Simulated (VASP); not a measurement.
A run of VASP 6.6.1 is set up as follows.

Contents of INCAR:

```
  PREC = Accurate
  ENCUT = 520
  EDIFF = 1E-7
  ISMEAR = 0
  SIGMA = 0.02
  LREAL = F
  LASPH = T
  NELM = 100
  ALGO = Normal
  ISIF = 2
  LWAVE = F
  LCHARG = F
  GGA = PE
  NBANDS = 11
```

File KPOINTS:

```
regular mesh
0
Gamma
  10 10 10
```

The input POSCAR:

```
AlN
1.0
    0.0000000000      2.0913181599      2.0913181599
    2.0913181599      0.0000000000      2.0913181599
    2.0913181599      2.0913181599      0.0000000000
Al N
1 1
Direct
    0.0000000000      0.0000000000      0.0000000000
    0.7500000000      0.7500000000      0.7500000000
```

Potentials or basis: VASP PAW PBE potentials, release 64 (Al, N).

Command:

```bash
$ cat potpaw_PBE.64/Al/POTCAR potpaw_PBE.64/N/POTCAR > POTCAR
$ mpirun -np 1 vasp_std > vasp.out
```

Question: What does it give for the band gap on the k mesh?

Answer: 3.37 eV (least direct gap 5.28 eV).

Question: What does it give for the pressure?

Answer: 39.9 GPa.

Caveat: the cell stands under pressure. A k mesh can miss the band edges.
